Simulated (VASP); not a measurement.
# LiF in VASP: further runs, part 2 of 2

VASP 6.6.1.

**3. Single point, r2SCAN (strain -2.5%)**

Input file POSCAR:

```
LiF
1.0
    0.0000000000      1.9449999471      1.9449999471
    1.9449999471      0.0000000000      1.9449999471
    1.9449999471      1.9449999471      0.0000000000
Li F
1 1
Direct
    0.0000000000      0.0000000000      0.0000000000
    0.5000000000      0.5000000000      0.5000000000
```

Input file INCAR.step1:

```
PREC = Accurate ; ENCUT = 520
ISMEAR = 0 ; SIGMA = 0.01
LREAL = False ; LASPH = True
NELM = 100 ; NBANDS = 12
GGA = PE ; ALGO = Normal
EDIFF = 1E-4 ; LWAVE = True
LCHARG = False
```

Input file INCAR.step2:

```
PREC = Accurate ; ENCUT = 520
EDIFF = 1E-7 ; ISMEAR = 0
SIGMA = 0.01 ; LREAL = False
LASPH = True ; NELM = 100
ALGO = Normal ; ISIF = 2
LWAVE = False ; LCHARG = True
METAGGA = R2SCAN ; LMIXTAU = True
LELF = True ; LVHAR = True
NBANDS = 12 ; ISTART = 1
```

Input file KPOINTS:

```
regular mesh
0
Gamma
  10 10 10
```

Potentials or basis: VASP PAW PBE potentials, release 64 (Li_sv, F).

Launch:

```sh
> cat potpaw_PBE.64/Li_sv/POTCAR potpaw_PBE.64/F/POTCAR > POTCAR
> cp INCAR.step1 INCAR
> mpirun -np 1 vasp_std > vasp.out
> cp INCAR.step2 INCAR
> mpirun -np 1 vasp_std > vasp.out
```

Run time: 19 s. Hardware: 1 thread of Intel Xeon 6975P-C (Granite Rapids), shared host; peak memory 0.12 GiB.

The run converged. Its results:

```yaml
Free_energy: -11.8793 eV
Band_gap_on_the_k_mesh: 11.32 eV, direct
```

Levels at points of the mesh, in eV from the valence-band top:
```csv
k point,band 2,band 3,band 4,band 5,band 6,band 7,band 8,band 9
"(0.00, 0.00, 0.00)",-21.40,0.00,0.00,0.00,11.32,26.55,26.55,26.55
"(0.50, 0.00, 0.00)",-20.91,-2.82,-0.28,-0.28,12.44,19.48,21.32,21.32
"(0.50, 0.50, 0.00)",-20.57,-3.49,-1.18,-1.18,17.15,17.96,20.50,23.29
```

Caveat: the cell differs from its parent crystal (strain -2.5%); the cutoff is under 1.25 times the usual one of these potentials, so pressure, stress and relaxed cells hold a basis-set (Pulay) error; the PAW data sets were made with another functional, which shifts forces and pressure a little. A k mesh can miss the band edges.

**4. Single point, PBE (epitaxial xy strain -0.5%)**

Input file INCAR:

```
SYSTEM = LiF
PREC = Accurate
ENCUT = 520
EDIFF = 1E-6
ISMEAR = -1
SIGMA = 0.02
LREAL = .False.
LASPH = .True.
NELM = 100
ALGO = Normal
ISIF = 2
LWAVE = .False.
LCHARG = .False.
GGA = PE
NBANDS = 12
```

Input file KPOINTS:

```
Automatic mesh
0
Gamma
  10 10 10
  0 0 0
```

Input file POSCAR:

```
LiF
1.0
    0.0000000000      1.9848973819      2.0013784470
    1.9848973819      0.0000000000      2.0013784470
    1.9848973819      1.9848973819      0.0000000000
Li F
1 1
Direct
    0.0000000000      0.0000000000      0.0000000000
    0.5000000000      0.5000000000      0.5000000000
```

Launch:

```sh
> cat potpaw_PBE.64/Li_sv/POTCAR potpaw_PBE.64/F/POTCAR > POTCAR
> mpirun -np 1 vasp_std > vasp.out
```

Wall time 6.9 s (1 thread of Intel Xeon 6975P-C (Granite Rapids), shared host); peak memory 0.14 GiB.

The run converged. Its results:

- Free energy: -9.6246 eV
- Band gap on the k mesh: 9.40 eV, direct

Levels at points of the mesh, in eV from the valence-band top:
```
           k point  band 2  band 3  band 4  band 5  band 6  band 7  band 8  band 9
(0.00, 0.00, 0.00)  -20.09   -0.02   -0.02    0.00    9.40   24.29   24.49   24.49
(0.50, 0.00, 0.00)  -19.62   -2.64   -0.26   -0.24   10.95   17.16   19.09   19.24
(0.50, 0.50, 0.00)  -19.34   -3.18   -1.05   -1.05   15.03   16.70   17.86   20.73
(0.50, 0.00, 0.50)  -19.33   -3.17   -1.10   -1.05   15.19   16.59   17.88   20.54
```

Caveat: the cell differs from its parent crystal (epitaxial xy strain -0.5%); the cutoff is under 1.25 times the usual one of these potentials, so pressure, stress and relaxed cells hold a basis-set (Pulay) error. A k mesh can miss the band edges.

**5. Single point, PBE (epitaxial xy strain -0.5%)**

Input file INCAR:

```
SYSTEM = LiF
PREC = Accurate
ENCUT = 520
EDIFF = 1E-7
ISMEAR = -1
SIGMA = 0.02
LREAL = .FALSE.
LASPH = .TRUE.
NELM = 100
ALGO = Normal
ISIF = 2
LWAVE = .FALSE.
LCHARG = .TRUE.
GGA = PE
LELF = .TRUE.
LVHAR = .TRUE.
NBANDS = 12
```

Input file KPOINTS:

```
Automatic mesh
0
G
  10 10 10
  0 0 0
```

Input file POSCAR:

```
LiF
1.0
    0.0000000000      1.9848973817      2.0013784472
    1.9848973817      0.0000000000      2.0013784472
    1.9848973817      1.9848973817      0.0000000000
Li F
1 1
Direct
    0.0000000000      0.0000000000      0.0000000000
    0.5000000000      0.5000000000      0.5000000000
```

Potentials or basis: VASP PAW PBE potentials, release 64 (Li_sv, F).

Launch:

```sh
> cat potpaw_PBE.64/Li_sv/POTCAR potpaw_PBE.64/F/POTCAR > POTCAR
> mpirun -np 1 vasp_std > vasp.out
```

OUTCAR:

```text
SYSTEM = LiF
   PREC = Accurate
   ENCUT = 520
   EDIFF = 1E-7
   ISMEAR = -1
   LREAL = .FALSE.
   LASPH = .TRUE.
   NELM = 100
   ISIF = 2
   GGA = PE

 ion  position               nearest neighbor table
   1  0.000  0.000  0.000-   2 1.98   2 1.98   2 1.98   2 1.98   2 2.00   2 2.00
   2  0.500  0.500  0.500-   1 1.98   1 1.98   1 1.98   1 1.98   1 2.00   1 2.00

  LATTYP: Found a body centered tetragonal cell.
 ALAT       =     2.8070687971
 C/A-ratio  =     1.4259561071

  Lattice vectors:

 A1 = (  -1.9848973817,   0.0000000000,   2.0013784472)
 A2 = (   1.9848973817,   0.0000000000,   2.0013784472)
 A3 = (   0.0000000000,   1.9848973817,  -2.0013784472)

Analysis of symmetry for initial positions (statically):
=====================================================================
 Subroutine PRICEL returns:
 Original cell was already a primitive cell.

 Routine SETGRP: Setting up the symmetry group for a
 body centered tetragonal supercell.

 Subroutine GETGRP returns: Found 16 space group operations
 (whereof 16 operations were pure point group operations)
 out of a pool of 16 trial point group operations.

The static configuration has the point symmetry D_4h.

Analysis of symmetry for dynamics (positions and initial velocities):
[... 168 lines left out ...]
 k-point     1 :       0.0000    0.0000    0.0000
  band No.  band energies     occupation
      1     -41.6433      2.00000
      2     -20.8727      2.00000
      3      -0.8062      2.00000
      4      -0.8062      2.00000
      5      -0.7866      2.00000
      6       8.6141      0.00000
      7      23.5077      0.00000
      8      23.7076      0.00000
      9      23.7076      0.00000
     10      23.8283      0.00000
     11      23.9009      0.00000
     12      23.9009      0.00000
[... 331 lines left out ...]
 k-point    24 :       0.4000    0.3000    0.0000
  band No.  band energies     occupation
      1     -41.5747      2.00000
      2     -20.3121      2.00000
      3      -3.2331      2.00000
      4      -1.7094      2.00000
      5      -1.5886      2.00000
      6      12.5654      0.00000
      7      16.2702      0.00000
      8      18.0845      0.00000
      9      19.8432      0.00000
     10      20.9141      0.00000
     11      33.8709      0.00000
     12      34.8233      0.00000

 [... further k-points ...]
[... 5 lines left out ...]
  --------------------------------------------------------------------------------------
  -------------------------------------------------------------------------------------
  Total        0.4765289      0.4765289      0.3978492      0.0000000     -0.0000000     -0.0000000
  in kB       48.4132770     48.4132770     40.4197643      0.0000000     -0.0000000     -0.0000000
  external PRESSURE =      45.7487728 kB  Pullay stress =       0.0000000 kB

 VOLUME and BASIS-vectors are now :
 -----------------------------------------------------------------------------
  energy-cutoff  :      520.00
  volume of cell :       15.77
      direct lattice vectors                 reciprocal lattice vectors
     0.000000000  1.984897382  2.001378447    -0.251902191  0.251902191  0.249827813
     1.984897382  0.000000000  2.001378447     0.251902191 -0.251902191  0.249827813
     1.984897382  1.984897382  0.000000000     0.251902191  0.251902191 -0.249827813

 POSITION                                       TOTAL-FORCE (eV/Angst)
 -----------------------------------------------------------------------------------
      0.00000      0.00000      0.00000        -0.000000     -0.000000      0.000000
      1.98490      1.98490      2.00138         0.000000      0.000000     -0.000000
 -----------------------------------------------------------------------------------
    total drift:                               -0.000000     -0.000000      0.000000

  FREE ENERGIE OF THE ION-ELECTRON SYSTEM (eV)
  ---------------------------------------------------
  free  energy   TOTEN  =        -9.6246349220 eV

  energy  without entropy=       -9.6246349220  energy(sigma->0) =       -9.62463492
```

Run time: 34 s. Hardware: 1 thread of Intel Xeon 6975P-C, shared host; peak memory 0.14 GiB.

What came out:

- Free energy: -9.6246 eV
- Band gap on the k mesh: 9.40 eV, direct

Caveat: the cell differs from its parent crystal (epitaxial xy strain -0.5%); the cutoff is under 1.25 times the usual one of these potentials, so pressure, stress and relaxed cells hold a basis-set (Pulay) error. A k mesh can miss the band edges.

**6. The runs side by side**

```csv
level,cell,smearing,gap on the mesh (eV)
PBE,"a = 2.751 Å, angles 60.0°, 2 atoms",fermi-dirac 0.02 eV,10.08
r2SCAN,"a = 2.751 Å, angles 60.0°, 2 atoms",gaussian 0.01 eV,11.32
PBE,"a = 2.819, b = 2.819, c = 2.807 Å, angles 60.1, 60.1, 59.7°, 2 atoms",fermi-dirac 0.02 eV,9.40
```

Alike in all rows: task single point; potentials or basis VASP PAW PBE potentials, release 64 (Li_sv, F); no spin polarisation; k mesh 10 × 10 × 10; cutoff (eV) 520.

Caveats: the cutoff is under 1.25 times the usual one of these potentials, so pressure, stress and relaxed cells hold a basis-set (Pulay) error; the PAW data sets were made with another functional, which shifts forces and pressure a little (some runs).

Total energies depend on the potentials used, so only differences within one code and one set of settings carry meaning.
